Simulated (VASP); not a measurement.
A run of VASP 6.6.1 is set up as follows.

INCAR

```
PREC     = Accurate       # precision mode
ENCUT    = 520            # plane-wave cutoff, eV
EDIFF    = 1E-7           # SCF threshold, eV
ISMEAR   = -1             # smearing method
SIGMA    = 0.1            # smearing width, eV
LREAL    = F              # projectors in reciprocal space
LASPH    = T              # aspherical terms in the spheres
NELM     = 100            # most SCF steps
ALGO     = Normal         # electronic algorithm
ISIF     = 2              # what is computed and relaxed
LWAVE    = F              # write WAVECAR
LCHARG   = F              # write CHGCAR
GGA      = B5             # functional
ALDAX    = 1.0          
AGGAX    = 1.0          
AGGAC    = 1.0          
ALDAC    = 0.0          
NBANDS   = 36             # bands
```

Contents of KPOINTS:

```
regular mesh
0
Gamma
  14 14 4
```

POSCAR

```
Mo
1.0
    2.7279093569      0.0000000000      0.0000000000
   -1.3639546785      2.3624388023      0.0000000000
    0.0000000000      0.0000000000      9.5558512451
Mo
4
Direct
    0.0000000000      0.0000000000      1.0000000000
    1.0000000000      0.0000000000      0.5000000000
    0.3333333333      0.6666666667      0.2500000000
    0.6666666667      0.3333333333      0.7500000000
```

Potentials or basis: VASP PAW PBE potentials, release 64 (Mo_sv).

The run is started by

```sh
$ cat potpaw_PBE.64/Mo_sv/POTCAR > POTCAR
$ mpirun -np 1 vasp_std > vasp.out
```

Q: What does it give for the band gap on the k mesh?

A: Zero (bands 28 and 29 overlap by 1.74 eV).

Q: Estimate the pressure.

A: 22.4 GPa.

Stress tensor (GPa, compression positive):
```
23.80  0.00  0.00
 0.00 23.80  0.00
 0.00  0.00 19.52
```

Caveat: the cell stands under pressure; the PAW data sets were made with another functional, which shifts forces and pressure a little.
